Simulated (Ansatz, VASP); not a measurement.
TiAl in VASP and in Ansatz

```
Ti Al
1.0
     3.17906    0.00000    0.00000
     0.00000    3.17906    0.00000
     0.00000    0.00000    3.17906
Ti Al
1 1
Cartesian
  0.0000 0.0000 0.0250
  1.5895 1.5895 1.5895
```

Change from the starting cell: all Ti atoms moved +0.025 Å, as atom 1 along Cartesian [0 0 1].

Alike in both runs: task single point; functional PBEsol; k mesh 16 × 16 × 16; occupations gaussian, width 0.15 eV; no spin polarisation.

|  | VASP | Ansatz |
| --- | --- | --- |
| version | VASP 6.6.1 | Ansatz 0.2.0 |
| potentials or method | VASP PAW PBE potentials, release 64 (Ti_sv, Al), cutoff 520 eV | scalar-relativistic, plane waves, PAW |
| valence electrons in the cell | 15 | 15 |

```tsv
	VASP	Ansatz	Ansatz less VASP
gap on the k mesh at the Fermi level (eV)	none	none	-
pressure (GPa)	-2.3	-2.4	-0.06
rms of the force components (eV/Å)	0.089	0.089	-0.0002
```

VASP's potentials were made for PBE, not for PBEsol. Atom by atom the forces differ by 0.000 eV/Å (rms over components). A gap of «none» marks a metal or a gap that the smearing closes. With one functional, cell and mesh, what is left measures potentials, basis and numerics.
